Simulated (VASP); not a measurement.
# MgH2 (Fm-3m) in VASP: settings compared, part 2 of 3

VASP 6.6.1. Earlier steps stand in the parts before.

## Step 4: Single point, PBEsol

This run uses another cell than the first one, of 8.81 Å³/atom, 0.978 times its volume.

INCAR

```
SYSTEM = MgH2
PREC = Accurate ; ENCUT = 520
EDIFF = 1E-7 ; ISMEAR = -1
SIGMA = 0.05 ; LREAL = .FALSE.
LASPH = .TRUE. ; NELM = 80
ALGO = Normal ; ISIF = 2
LWAVE = .FALSE. ; LCHARG = .FALSE.
GGA = PS ; NBANDS = 9
```

KPOINTS

```
regular mesh
0
G
  10 10 10
  0 0 0
```

POSCAR

```
MgH2
1.0
    0.0000000000      2.3638077425      2.3638077425
    2.3638077425      0.0000000000      2.3638077425
    2.3638077425      2.3638077425      0.0000000000
Mg H
1 2
Direct
    0.0000000000      0.0000000000      0.0000000000
    0.2500000000      0.2500000000      0.2500000000
    0.7500000000      0.7500000000      0.7500000000
```

Potentials or basis: VASP PAW PBE potentials, release 64 (Mg, H).

Launch:

```sh
$ cat potpaw_PBE.64/Mg/POTCAR potpaw_PBE.64/H/POTCAR > POTCAR
$ mpirun -np 1 vasp_std > vasp.out
```

OUTCAR:

```text
SYSTEM = MgH2
   PREC = Accurate
   ENCUT = 520
   EDIFF = 1E-7
   ISMEAR = -1
   LREAL = .FALSE.
   LASPH = .TRUE.
   NELM = 80
   ISIF = 2
   GGA = PS

 ion  position               nearest neighbor table
   1  0.000  0.000  0.000-   3 2.05   3 2.05   3 2.05   2 2.05   2 2.05   2 2.05   3 2.05   2 2.05

   2  0.250  0.250  0.250-   1 2.05   1 2.05   1 2.05   1 2.05
   3  0.750  0.750  0.750-   1 2.05   1 2.05   1 2.05   1 2.05

  LATTYP: Found a face centered cubic cell.
 ALAT       =     4.7276154850

  Lattice vectors:

 A1 = (   0.0000000000,   2.3638077425,   2.3638077425)
 A2 = (   2.3638077425,   0.0000000000,   2.3638077425)
 A3 = (   2.3638077425,   2.3638077425,   0.0000000000)

Analysis of symmetry for initial positions (statically):
=====================================================================
 Subroutine PRICEL returns:
 Original cell was already a primitive cell.

 Routine SETGRP: Setting up the symmetry group for a
 face centered cubic supercell.

 Subroutine GETGRP returns: Found 48 space group operations
 (whereof 48 operations were pure point group operations)
 out of a pool of 48 trial point group operations.

The static configuration has the point symmetry O_h .

Analysis of symmetry for dynamics (positions and initial velocities):
=====================================================================
 Subroutine PRICEL returns:
 Original cell was already a primitive cell.

 Routine SETGRP: Setting up the symmetry group for a
 face centered cubic supercell.

 Subroutine GETGRP returns: Found 48 space group operations
 (whereof 48 operations were pure point group operations)
 out of a pool of 48 trial point group operations.

The dynamic configuration has the point symmetry O_h .

 Subroutine INISYM returns: Found 48 space group operations
 (whereof 48 operations are pure point group operations),
 and found     1 'primitive' translations

----------------------------------------------------------------------------------------

                                     Primitive cell

  volume of cell :      26.4160

  direct lattice vectors                    reciprocal lattice vectors
     0.000000000  2.363807743  2.363807743    -0.211523125  0.211523125  0.211523125
     2.363807743  0.000000000  2.363807743     0.211523125 -0.211523125  0.211523125
     2.363807743  2.363807743  0.000000000     0.211523125  0.211523125 -0.211523125

  length of vectors
     3.342928968  3.342928968  3.342928968     0.366368799  0.366368799  0.366368799

  position of ions in fractional coordinates (direct lattice)
     0.000000000  0.000000000  0.000000000
     0.250000000  0.250000000  0.250000000
     0.750000000  0.750000000  0.750000000

  ion indices of the primitive-cell ions
   primitive index   ion index
                 1           1
                 2           2
                 3           3

----------------------------------------------------------------------------------------

 KPOINTS: regular mesh

Automatic generation of k-mesh.
 Grid dimensions read from file:
 generate k-points for:   10   10   10

 Generating k-lattice:

[... 21 lines left out ...]
  0.300000  0.000000  0.000000      8.000000
  0.400000  0.000000  0.000000      8.000000
  0.500000  0.000000  0.000000      4.000000
[... 16 lines left out ...]
  0.300000  0.300000  0.000000      6.000000
  0.400000  0.300000  0.000000     24.000000
 [... further k-points ...]
   k-points           NKPTS =     47   k-points in BZ     NKDIM =     47   number of bands    NBANDS=      9
   number of dos      NEDOS =    301   number of ions     NIONS =      3
   total plane-waves  NPLWV =  21952
   dimension x,y,z NGX =    28 NGY =   28 NGZ =   28
   dimension x,y,z NGXF=    56 NGYF=   56 NGZF=   56
   ions per type =               1   2
   NGX,Y,Z   is equivalent  to a cutoff of  13.92, 13.92, 13.92 a.u.
   NGXF,Y,Z  is equivalent  to a cutoff of  27.85, 27.85, 27.85 a.u.
 SYSTEM =  MgH2
   PREC   = accura    normal or accurate (medium, high low for compatibility)
   ISTART =      0    job   : 0-new  1-cont  2-samecut
   ICHARG =      2    charge: 1-file 2-atom 10-const
   ISPIN  =      1    spin polarized calculation?
   LNONCOLLINEAR =      F non collinear calculations
   LSORBIT =      F    spin-orbit coupling
   LASPH  =      T    aspherical Exc in radial PAW
   ENCUT  =  520.0 eV  38.22 Ry    6.18 a.u.   6.22  6.22  6.22*2*pi/ulx,y,z
   NELM   =     80;   NELMIN=  2; NELMDL= -5     # of ELM steps
   EDIFF  = 0.1E-06   stopping-criterion for ELM
   LREAL  =      F    real-space projection
   EDIFFG = 0.1E-05   stopping-criterion for IOM
   NSW    =      0    number of steps for IOM
   IBRION =     -1    ionic relax: 0-MD 1-quasi-New 2-CG
   NFREE  =      0    steps in history (QN), initial steepest desc. (CG)
   ISIF   =      2    stress and relaxation
   ISYM   =      2    0-nonsym 1-usesym 2-fastsym
   POTIM  = 0.5000    time-step for ionic-motion
   TEBEG  =    0.0;   TEEND  =   0.0 temperature during run
   PSTRESS=    0.0 pullay stress
   NELECT =       4.0000    total number of electrons
   NUPDOWN=      -1.0000    fix difference up-down
   EMIN   =  10.00;   EMAX   =-10.00  energy-range for DOS
   EFERMI =   0.00;   METHOD = LEGACY
   ISMEAR =    -1;   SIGMA  =   0.05  broadening in eV -4-tet -1-fermi 0-gaus
   EFERMI_NEDOS =   21; number of points for ismear=-14 and -15
   IALGO  =     38    algorithm
   IMIX   =      4    mixing-type and parameters
     AMIX     =   0.40;   BMIX     =  1.00
     AMIX_MAG =   1.60;   BMIX_MAG =  1.00
  volume/ion in A,a.u.               =       8.81        59.42
  Fermi-wavevector in a.u.,A,eV,Ry     =   0.872582  1.648940 10.359456  0.761399
  Thomas-Fermi vector in A             =   1.991851
   LORBIT       =      0    0 simple, 1 ext, 2 COOP (PROOUT), +10 PAW based schemes
   GGA     = PS    functional components
   LHFCALC =     F    Hartree Fock is set to
   AEXX    =    0.0000 exact exchange contribution
   IVDW    =     0    specifies the selected vdW correction
   LEPSILON=     F    determine dielectric tensor
   LRPA    =     F    only Hartree local field effects (RPA)
 non-spin polarized calculation
  energy-cutoff  :      520.00
  volume of cell :       26.42
 maximum number of plane-waves:       728
 NGX is ok and might be reduce to    28
   NGX = 13   NGY = 13   NGZ = 13

 number of electron       4.0000000 magnetization

 Free energy of the ion-electron system (eV)
  ---------------------------------------------------
  ext. energy  EPLUGINS =         0.00000000
  ---------------------------------------------------
  free energy    TOTEN  =        -8.59898147 eV

  energy without entropy =       -8.59592132  energy(sigma->0) =       -8.59745140

 E-fermi :   2.9673     XC(G=0):  -9.1862

 val. band max:        2.7861564190   @ k =   0.2000   0.1000   0.0000
 cond. band min:       2.9974433083   @ k =   0.5000   0.4000   0.0000
 fundamental gap:      0.2112868892
 Fermi energy:         2.9672717295

 k-point     1 :       0.0000    0.0000    0.0000
  band No.  band energies     occupation
      1      -7.1085      2.00000
      2       4.1420      0.00000
      3      12.3304      0.00000
      4      12.3304      0.00000
      5      12.3304      0.00000
      6      14.9783      0.00000
      7      14.9783      0.00000
      8      14.9783      0.00000
      9      15.8267      0.00000
[... 265 lines left out ...]
 k-point    24 :       0.4000    0.3000    0.0000
  band No.  band energies     occupation
      1      -4.1578      2.00000
      2       0.8930      2.00000
      3       5.2401      0.00000
      4       7.9298      0.00000
      5       8.3031      0.00000
      6      12.4208      0.00000
      7      18.2733      0.00000
      8      20.0997      0.00000
      9      20.6817      0.00000

 [... further k-points ...]

------------------------ aborting loop because EDIFF is reached ----------------------------------------

  FORCE on cell =-STRESS in cart. coord.  units (eV):
  Direction    XX          YY          ZZ          XY          YZ          ZX
  --------------------------------------------------------------------------------------
  -------------------------------------------------------------------------------------
  Total       -0.0553354     -0.0553354     -0.0553354      0.0000000      0.0000000      0.0000000
  in kB       -3.3561921     -3.3561921     -3.3561921      0.0000000      0.0000000      0.0000000
  external PRESSURE =      -3.3561921 kB  Pullay stress =       0.0000000 kB

 VOLUME and BASIS-vectors are now :
 -----------------------------------------------------------------------------
  energy-cutoff  :      520.00
  volume of cell :       26.42
      direct lattice vectors                 reciprocal lattice vectors
     0.000000000  2.363807743  2.363807743    -0.211523125  0.211523125  0.211523125
     2.363807743  0.000000000  2.363807743     0.211523125 -0.211523125  0.211523125
     2.363807743  2.363807743  0.000000000     0.211523125  0.211523125 -0.211523125

 POSITION                                       TOTAL-FORCE (eV/Angst)
 -----------------------------------------------------------------------------------
      0.00000      0.00000      0.00000        -0.000000      0.000000     -0.000000
      1.18190      1.18190      1.18190        -0.000000     -0.000000     -0.000000
      3.54571      3.54571      3.54571         0.000000      0.000000      0.000000
 -----------------------------------------------------------------------------------
    total drift:                                0.000000      0.000000     -0.000000

  FREE ENERGIE OF THE ION-ELECTRON SYSTEM (eV)
  ---------------------------------------------------
  free  energy   TOTEN  =        -8.5989814693 eV

  energy  without entropy=       -8.5959213237  energy(sigma->0) =       -8.59745140
```

OSZICAR:

```text
N       E                     dE             d eps       ncg     rms          rms(c)
DAV:   1    -0.376506761789E+01   -0.37651E+01   -0.18735E+03   910   0.349E+02
DAV:   2    -0.907943471327E+01   -0.53144E+01   -0.51164E+01  1121   0.438E+01
DAV:   3    -0.920953030854E+01   -0.13010E+00   -0.12992E+00  1026   0.609E+00
DAV:   4    -0.920979264133E+01   -0.26233E-03   -0.26233E-03  1146   0.258E-01
DAV:   5    -0.920979312118E+01   -0.47985E-06   -0.47986E-06  1037   0.108E-02    0.437E+00
DAV:   6    -0.875235149634E+01    0.45744E+00   -0.32444E-01   881   0.213E+00    0.216E+00
DAV:   7    -0.859757196493E+01    0.15478E+00   -0.37267E-01   917   0.249E+00    0.347E-01
DAV:   8    -0.859900349178E+01   -0.14315E-02   -0.45597E-03   960   0.379E-01    0.355E-02
DAV:   9    -0.859897798457E+01    0.25507E-04   -0.90651E-05  1028   0.439E-02    0.110E-02
DAV:  10    -0.859898139979E+01   -0.34152E-05   -0.40680E-06   977   0.115E-02    0.463E-03
DAV:  11    -0.859898152867E+01   -0.12888E-06   -0.30491E-07  1097   0.222E-03    0.107E-03
DAV:  12    -0.859898146929E+01    0.59378E-07   -0.11072E-08   525   0.543E-04
   1 F= -.85989815E+01 E0= -.85974514E+01  d E =-.306015E-02
```

It took 5.9 s on 1 thread of Intel Xeon 6975P-C (Granite Rapids), shared host; peak memory 0.16 GiB.

Results:

* Free energy: -8.5990 eV
* Pressure: -0.3 GPa
* Band gap on the k mesh: zero (band 2 reaches 4.14 eV, above the bottom of band 3 at 2.50 eV)

Levels at points of the mesh, in eV from the Fermi level:
| k point | band 1 | band 2 | band 3 | band 4 | band 5 |
| --- | --- | --- | --- | --- | --- |
| (0.00, 0.00, 0.00) | -10.08 | 1.17 | 9.36 | 9.36 | 9.36 |
| (0.50, 0.00, 0.00) | -5.72 | -5.65 | 6.84 | 7.51 | 9.01 |
| (0.50, 0.50, 0.00) | -5.71 | -2.24 | -0.46 | 4.71 | 4.71 |

Caveat: the PAW data sets were made with another functional, which shifts forces and pressure a little.

## Step 5: Single point, PBEsol+D3(BJ)

This run uses another cell than the first one, of 8.47 Å³/atom, 0.941 times its volume.

INCAR

```
PREC = Accurate
ENCUT = 520
EDIFF = 1E-6
ISMEAR = -1
SIGMA = 0.05
LREAL = F
LASPH = T
NELM = 100
ALGO = Normal
ISIF = 2
LWAVE = F
LCHARG = F
GGA = PS
IVDW = 12
NBANDS = 9
```

KPOINTS

```
Automatic mesh
0
Gamma
  10 10 10
```

POSCAR

```
MgH2
1.0
    0.0000000000      2.3332237004      2.3332237004
    2.3332237004      0.0000000000      2.3332237004
    2.3332237004      2.3332237004      0.0000000000
Mg H
1 2
Direct
    0.0000000000      0.0000000000      0.0000000000
    0.2500000000      0.2500000000      0.2500000000
    0.7500000000      0.7500000000      0.7500000000
```

Launch:

```sh
$ cat potpaw_PBE.64/Mg/POTCAR potpaw_PBE.64/H/POTCAR > POTCAR
$ mpirun -np 1 vasp_std > vasp.out
```

It took 5.7 s on 1 thread of Intel Xeon 6975P-C (Granite Rapids), shared host; peak memory 0.17 GiB.

Results (log left out):

```yaml
Free_energy: -8.9869 eV
Pressure: -0.3 GPa
Band_gap_on_the_k_mesh: zero (band 2 reaches 4.46 eV, above the bottom of band 3 at 2.71 eV)
Dispersion_energy_per_atom: -0.131 eV
```

Levels at points of the mesh, in eV from the Fermi level:
```tsv
k point	band 1	band 2	band 3	band 4	band 5	band 6	band 7
(0.00, 0.00, 0.00)	-10.33	1.26	9.52	9.52	9.52	12.39	12.39
(0.50, 0.00, 0.00)	-5.84	-5.79	6.98	7.86	9.15	9.15	9.52
(0.50, 0.50, 0.00)	-5.84	-2.28	-0.48	4.83	4.83	8.24	17.70
```

Caveat: the PAW data sets were made with another functional, which shifts forces and pressure a little; pairwise dispersion overbinds metals, which lowers pressure and volume.

(Continued in part 3 of 3.)
